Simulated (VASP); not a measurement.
# MgZn4O (P6/mmm) in VASP: relaxation of cell and atoms with PBE

Aim: the relaxation of cell and atoms of MgZn4O with PBE.

All numbers are computed with VASP 6.6.1; they aren't measurements. Logs are shortened: lines on timing, memory, paths and dates and some standing lists are left out, and cuts for length are marked.

### 1 The cell of the first run

The structure is hexagonal, space group P6/mmm (No. 191). The conventional cell has a = 5.200 Å, b = 5.200 Å, c = 6.870 Å, α = 90.00°, β = 90.00°, γ = 120.00°. Mg (site symmetry 6/mmm) has 12 Zn at 2.98 Å and 6 O at 3.00 Å and 2 Mg at 3.44 Å within 3.9 Å. Within 4.0 Å of Mg (site symmetry 6/mmm) lie 18 Zn at 3.00 to 3.26 Å and 2 Mg at 3.44 Å. Within 2.8 Å of Zn (site symmetry 2mm) lie 2 O at 2.10 Å and 6 Zn at 2.48 to 2.60 Å. Zn (site symmetry -6m2) has 9 Zn at 2.48 to 3.00 Å and 3 Mg at 3.00 Å within 3.3 Å. O (site symmetry -6m2) has 6 Zn at 2.10 Å within 2.8 Å.

### 2 Relaxation of cell and atoms, PBE

The input, INCAR:

```
PREC     = Accurate       # precision mode
ENCUT    = 840            # plane-wave cutoff, eV
EDIFF    = 1E-7           # SCF threshold, eV
ISMEAR   = 0              # smearing method
SIGMA    = 0.2            # smearing width, eV
LREAL    = False          # projectors in reciprocal space
LASPH    = True           # aspherical terms in the spheres
NELM     = 120            # most SCF steps
ALGO     = Normal         # electronic algorithm
ISIF     = 3              # what is computed and relaxed
LWAVE    = False          # write WAVECAR
LCHARG   = False          # write CHGCAR
GGA      = PE             # functional
IBRION   = 2              # ionic algorithm
NSW      = 36             # ionic steps
EDIFFG   = -0.08          # ionic threshold
GGA_COMPAT= False        
NELMIN   = 4
```

The input, KPOINTS:

```
Automatic mesh
0
Gamma
  4 4 3
```

The input, POSCAR:

```
MgZn4O
1.0
    5.2000000000      0.0000000000      0.0000000000
   -2.6000000000      4.5033321000      0.0000000000
    0.0000000000      0.0000000000      6.8700000000
Mg Zn O
2 8 2
Direct
    0.0000000000      0.0000000000      0.5000000000
    0.0000000000      0.0000000000      0.0000000000
    0.5000000000      0.5000000000      0.7130000000
    0.5000000000      0.5000000000      0.2870000000
    0.0000000000      0.5000000000      0.2870000000
    0.0000000000      0.5000000000      0.7130000000
    0.5000000000      0.0000000000      0.7130000000
    0.5000000000      0.0000000000      0.2870000000
    0.6666666700      0.3333333300      0.0000000000
    0.3333333300      0.6666666700      0.0000000000
    0.6666666700      0.3333333300      0.5000000000
    0.3333333300      0.6666666700      0.5000000000
```

Potentials or basis: VASP PAW PBE potentials, release 64 (Mg_sv, Zn, O).

The run is started by

```console
cat potpaw_PBE.64/Mg_sv/POTCAR potpaw_PBE.64/Zn/POTCAR potpaw_PBE.64/O/POTCAR > POTCAR
mpirun -np 1 vasp_std > vasp.out
```

OUTCAR:

```text
PREC = Accurate
   ENCUT = 840
   EDIFF = 1E-7
   ISMEAR = 0
   LREAL = False
   LASPH = True
   NELM = 120
   ISIF = 3
   GGA = PE
   IBRION = 2
   NSW = 36
   EDIFFG = -0.08
   NELMIN = 4

 ion  position               nearest neighbor table
   1  0.000  0.000  0.500-
   2  0.000  0.000  0.000-
   3  0.500  0.500  0.713-  11 2.10  12 2.10   9 2.48  10 2.48   6 2.60   6 2.60   7 2.60   7 2.60
                             4 2.93
   4  0.500  0.500  0.287-  11 2.10  12 2.10   9 2.48  10 2.48   5 2.60   5 2.60   8 2.60   8 2.60
                             3 2.93
   5  0.000  0.500  0.287-  11 2.10  12 2.10   9 2.48  10 2.48   4 2.60   4 2.60   8 2.60   8 2.60
                             6 2.93
   6  0.000  0.500  0.713-  11 2.10  12 2.10   9 2.48  10 2.48   3 2.60   3 2.60   7 2.60   7 2.60
                             5 2.93
   7  0.500  0.000  0.713-  11 2.10  12 2.10   9 2.48  10 2.48   3 2.60   6 2.60   3 2.60   6 2.60
                             8 2.93
   8  0.500  0.000  0.287-  11 2.10  12 2.10   9 2.48  10 2.48   4 2.60   5 2.60   4 2.60   5 2.60
                             7 2.93
   9  0.667  0.333  0.000-   5 2.48   6 2.48   7 2.48   8 2.48   3 2.48   4 2.48  10 3.00  10 3.00
                            10 3.00
  10  0.333  0.667  0.000-   5 2.48   6 2.48   7 2.48   8 2.48   3 2.48   4 2.48   9 3.00   9 3.00
                             9 3.00
  11  0.667  0.333  0.500-   5 2.10   6 2.10   7 2.10   8 2.10   3 2.10   4 2.10
  12  0.333  0.667  0.500-   5 2.10   6 2.10   7 2.10   8 2.10   3 2.10   4 2.10

  LATTYP: Found a hexagonal cell.
 ALAT       =     5.2000000000
 C/A-ratio  =     1.3211538462

  Lattice vectors:

 A1 = (   5.2000000000,   0.0000000000,   0.0000000000)
 A2 = (  -2.6000000000,   4.5033321000,   0.0000000000)
 A3 = (   0.0000000000,   0.0000000000,   6.8700000000)

Analysis of symmetry for initial positions (statically):
=====================================================================
 Subroutine PRICEL returns:
 Original cell was already a primitive cell.

 Routine SETGRP: Setting up the symmetry group for a
 hexagonal supercell.

 Subroutine GETGRP returns: Found 24 space group operations
 (whereof 24 operations were pure point group operations)
 out of a pool of 24 trial point group operations.

The static configuration has the point symmetry D_6h.

Analysis of symmetry for dynamics (positions and initial velocities):
=====================================================================
 Subroutine PRICEL returns:
 Original cell was already a primitive cell.

 Routine SETGRP: Setting up the symmetry group for a
 hexagonal supercell.

 Subroutine GETGRP returns: Found 24 space group operations
 (whereof 24 operations were pure point group operations)
 out of a pool of 24 trial point group operations.

The dynamic configuration has the point symmetry D_6h.

 Subroutine INISYM returns: Found 24 space group operations
 (whereof 24 operations are pure point group operations),
 and found     1 'primitive' translations

----------------------------------------------------------------------------------------

                                     Primitive cell

  volume of cell :     160.8770

  direct lattice vectors                    reciprocal lattice vectors
     5.200000000  0.000000000  0.000000000     0.192307692  0.111028898  0.000000000
    -2.600000000  4.503332100  0.000000000     0.000000000  0.222057796  0.000000000
     0.000000000  0.000000000  6.870000000     0.000000000  0.000000000  0.145560408

  length of vectors
     5.200000000  5.200000000  6.870000000     0.222057796  0.222057796  0.145560408

  position of ions in fractional coordinates (direct lattice)
     0.000000000  0.000000000  0.500000000
     0.000000000  0.000000000  0.000000000
     0.500000000  0.500000000  0.713000000
     0.500000000  0.500000000  0.287000000
     0.000000000  0.500000000  0.287000000
     0.000000000  0.500000000  0.713000000
     0.500000000  0.000000000  0.713000000
     0.500000000  0.000000000  0.287000000
     0.666666670  0.333333330  0.000000000
     0.333333330  0.666666670  0.000000000
     0.666666670  0.333333330  0.500000000
     0.333333330  0.666666670  0.500000000

  ion indices of the primitive-cell ions
   primitive index   ion index
                 1           1
                 2           2
                 3           3
                 4           4
                 5           5
                 6           6
                 7           7
                 8           8
                 9           9
                10          10
                11          11
                12          12

----------------------------------------------------------------------------------------

 KPOINTS: Automatic mesh

Automatic generation of k-mesh.
 Grid dimensions read from file:
 generate k-points for:    4    4    3

 Generating k-lattice:

  Cartesian coordinates                     Fractional coordinates (reciprocal lattice)
     0.048076923  0.027757224  0.000000000     0.250000000  0.000000000  0.000000000
     0.000000000  0.055514449  0.000000000     0.000000000  0.250000000  0.000000000
     0.000000000  0.000000000  0.048520136     0.000000000  0.000000000  0.333333333

  Length of vectors
     0.055514449  0.055514449  0.048520136

  Shift w.r.t. Gamma in fractional coordinates (k-lattice)
     0.000000000  0.000000000  0.000000000

 Subroutine IBZKPT returns following result:
 ===========================================

 Found      8 irreducible k-points:

 Following reciprocal coordinates:
            Coordinates               Weight
  0.000000  0.000000  0.000000      1.000000
  0.250000 -0.000000  0.000000      6.000000
  0.500000 -0.000000  0.000000      3.000000
  0.250000  0.250000  0.000000      6.000000
  0.000000  0.000000  0.333333      2.000000
  0.250000 -0.000000  0.333333     12.000000
  0.500000 -0.000000  0.333333      6.000000
  0.250000  0.250000  0.333333     12.000000
   k-points           NKPTS =      8   k-points in BZ     NKDIM =      8   number of bands    NBANDS=     76
   number of dos      NEDOS =    301   number of ions     NIONS =     12
   total plane-waves  NPLWV = 175000
   dimension x,y,z NGX =    50 NGY =   50 NGZ =   70
   dimension x,y,z NGXF=   100 NGYF=  100 NGZF=  140
   ions per type =               2   8   2
   NGX,Y,Z   is equivalent  to a cutoff of  15.99, 15.99, 16.94 a.u.
   NGXF,Y,Z  is equivalent  to a cutoff of  31.97, 31.97, 33.88 a.u.
 SYSTEM =  unknown system
   PREC   = accura    normal or accurate (medium, high low for compatibility)
   ISTART =      0    job   : 0-new  1-cont  2-samecut
   ICHARG =      2    charge: 1-file 2-atom 10-const
   ISPIN  =      1    spin polarized calculation?
   LNONCOLLINEAR =      F non collinear calculations
   LSORBIT =      F    spin-orbit coupling
   LASPH  =      T    aspherical Exc in radial PAW
   ENCUT  =  840.0 eV  61.74 Ry    7.86 a.u.  12.29 12.29 16.24*2*pi/ulx,y,z
   NELM   =    120;   NELMIN=  4; NELMDL= -5     # of ELM steps
   EDIFF  = 0.1E-06   stopping-criterion for ELM
   LREAL  =      F    real-space projection
   EDIFFG = -.8E-01   stopping-criterion for IOM
   NSW    =     36    number of steps for IOM
   IBRION =      2    ionic relax: 0-MD 1-quasi-New 2-CG
   NFREE  =      1    steps in history (QN), initial steepest desc. (CG)
   ISIF   =      3    stress and relaxation
   ISYM   =      2    0-nonsym 1-usesym 2-fastsym
   POTIM  = 0.5000    time-step for ionic-motion
   TEBEG  =    0.0;   TEEND  =   0.0 temperature during run
   PSTRESS=    0.0 pullay stress
   NELECT =     128.0000    total number of electrons
   NUPDOWN=      -1.0000    fix difference up-down
   EMIN   =  10.00;   EMAX   =-10.00  energy-range for DOS
   EFERMI =   0.00;   METHOD = LEGACY
   ISMEAR =     0;   SIGMA  =   0.20  broadening in eV -4-tet -1-fermi 0-gaus
   EFERMI_NEDOS =   21; number of points for ismear=-14 and -15
   IALGO  =     38    algorithm
   IMIX   =      4    mixing-type and parameters
     AMIX     =   0.40;   BMIX     =  1.00
     AMIX_MAG =   1.60;   BMIX_MAG =  1.00
  volume/ion in A,a.u.               =      13.41        90.47
  Fermi-wavevector in a.u.,A,eV,Ry     =   1.516981  2.866678 31.310153  2.301231
  Thomas-Fermi vector in A             =   2.626298
   LORBIT       =      0    0 simple, 1 ext, 2 COOP (PROOUT), +10 PAW based schemes
   GGA     = PE    functional components
   LHFCALC =     F    Hartree Fock is set to
   AEXX    =    0.0000 exact exchange contribution
   IVDW    =     0    specifies the selected vdW correction
   LEPSILON=     F    determine dielectric tensor
   LRPA    =     F    only Hartree local field effects (RPA)
 conjugate gradient relaxation of ions
 non-spin polarized calculation
 Gauss-broadening in eV      SIGMA  =   0.20
  energy-cutoff  :      840.00
  volume of cell :      160.88
 maximum number of plane-waves:      8949
 NGX is ok and might be reduce to    50
   NGX = 25   NGY = 25   NGZ = 33

--------------------------------------- Ionic step        1  -------------------------------------------

 number of electron     128.0000029 magnetization

 Free energy of the ion-electron system (eV)
  ---------------------------------------------------
  ext. energy  EPLUGINS =         0.00000000
  ---------------------------------------------------
  free energy    TOTEN  =       -23.10123674 eV

  energy without entropy =      -23.01359527  energy(sigma->0) =      -23.05741600

------------------------ aborting loop because EDIFF is reached ----------------------------------------

  FORCE on cell =-STRESS in cart. coord.  units (eV):
  Direction    XX          YY          ZZ          XY          YZ          ZX
  --------------------------------------------------------------------------------------
  -------------------------------------------------------------------------------------
  Total       13.6710019     13.6710019     22.8362183      0.0000000     -0.0000000      0.0000000
  in kB      136.1497565    136.1497566    227.4263139      0.0000000     -0.0000000      0.0000000
  external PRESSURE =     166.5752757 kB  Pullay stress =       0.0000000 kB
[... 169 lines left out ...]
  energy  without entropy=      -24.2893541262  energy(sigma->0) =      -24.32944528

--------------------------------------- Ionic step        5  -------------------------------------------

 number of electron     127.9999988 magnetization

 Free energy of the ion-electron system (eV)
  ---------------------------------------------------
  ext. energy  EPLUGINS =         0.00000000
  ---------------------------------------------------
  free energy    TOTEN  =       -24.37991816 eV

  energy without entropy =      -24.30319273  energy(sigma->0) =      -24.34155545

 E-fermi :   3.1075     XC(G=0): -10.7174

 val. band max:        2.9846436779   @ k =   0.5000  -0.0000   0.0000
 cond. band min:       3.1948508396   @ k =   0.2500  -0.0000   0.3333
 fundamental gap:      0.2102071617
 Fermi energy:         3.1074598865

 k-point     1 :       0.0000    0.0000    0.0000
  band No.  band energies     occupation
      1     -73.9808      2.00000
      2     -73.3307      2.00000
      3     -40.7439      2.00000
      4     -40.7439      2.00000
      5     -40.7358      2.00000
      6     -40.1150      2.00000
[... 660 lines left out ...]
  FREE ENERGIE OF THE ION-ELECTRON SYSTEM (eV)
  ---------------------------------------------------
  free  energy   TOTEN  =       -24.3799181646 eV

  energy  without entropy=      -24.3031927307  energy(sigma->0) =      -24.34155545

 reached required accuracy - stopping structural energy minimisation
```

Run time: 14 min. Hardware: 1 thread of Intel Xeon 6975P-C (Granite Rapids), shared host; peak memory 0.54 GiB.

What came out:

```yaml
Free_energy: -24.3799 eV
Relaxed_volume: 15.52 Å³/atom
Relaxed_cell: a = 5.398 Å, b = 5.398 Å, c = 7.380 Å, α = 90.00°, β = 90.00°, γ = 120.00°
Space_group_after_relaxing_to_0.1_Å: P6/mmm (No. 191)
Energy_gained_by_relaxing: 106.6 meV/atom
Ionic_steps: 5
Pressure_after_relaxing: -0.3 GPa
Largest_force_after_relaxing: 0.029 eV/Å
Band_gap_on_the_k_mesh: zero (bands 64 and 65 overlap by 0.56 eV)
```

Forces in eV/Å, atoms in the order of the input:
```
Mg   0.000  0.000  0.000
Mg   0.000  0.000  0.000
Zn   0.000  0.000 -0.029
Zn   0.000  0.000  0.029
Zn   0.000  0.000  0.029
Zn   0.000  0.000 -0.029
Zn   0.000  0.000 -0.029
Zn   0.000  0.000  0.029
Zn   0.000  0.000  0.000
Zn   0.000  0.000  0.000
O    0.000  0.000  0.000
O    0.000  0.000  0.000
```

Stress tensor (GPa, compression positive):
```
-0.74  0.00  0.00
 0.00 -0.74  0.00
 0.00  0.00  0.61
```

Step by step:
```
step  energy change (eV)  largest force (eV/Å)  pressure (GPa)  volume (Å³)
   1              0.0000                0.6791           16.66       160.88
   2             -1.1540                0.1991           -3.64       195.48
   3             -1.2684                0.0317           -0.10       186.04
   4             -1.2683                0.0422           -0.31       186.56
   5             -1.2787                0.0289           -0.29       186.22
```

Final structure:
```yaml
crystal:
  lattice:
    - [5.39781, 0.00000, 0.00000]
    - [-2.69891, 4.67464, 0.00000]
    - [0.00000, 0.00000, 7.38010]
  atoms:
    - { symbol: Mg, position: [0.00000, 0.00000, 0.50000] }
    - { symbol: Mg, position: [0.00000, 0.00000, 0.00000] }
    - { symbol: Zn, position: [0.50000, 0.50000, 0.71648] }
    - { symbol: Zn, position: [0.50000, 0.50000, 0.28352] }
    - { symbol: Zn, position: [0.00000, 0.50000, 0.28352] }
    - { symbol: Zn, position: [0.00000, 0.50000, 0.71648] }
    - { symbol: Zn, position: [0.50000, 0.00000, 0.71648] }
    - { symbol: Zn, position: [0.50000, 0.00000, 0.28352] }
    - { symbol: Zn, position: [0.66667, 0.33333, 0.00000] }
    - { symbol: Zn, position: [0.33333, 0.66667, 0.00000] }
    - { symbol: O, position: [0.66667, 0.33333, 0.50000] }
    - { symbol: O, position: [0.33333, 0.66667, 0.50000] }
```

Levels at points of the mesh, in eV from the Fermi level:
```tsv
k point	band 62	band 63	band 64	band 65	band 66	band 67
(0.00, 0.00, 0.00)	-1.58	-0.49	-0.49	0.56	0.60	0.60
(0.50, 0.00, 0.00)	-2.31	-0.90	-0.54	-0.45	-0.12	2.00
```

Caveat: the volume moved by over 15 % at a fixed basis, so the end points are rough; semilocal functionals underestimate gaps, and a narrow one can read as zero.

The gap in the log of VASP goes by the Fermi energy; the results here count the filled bands.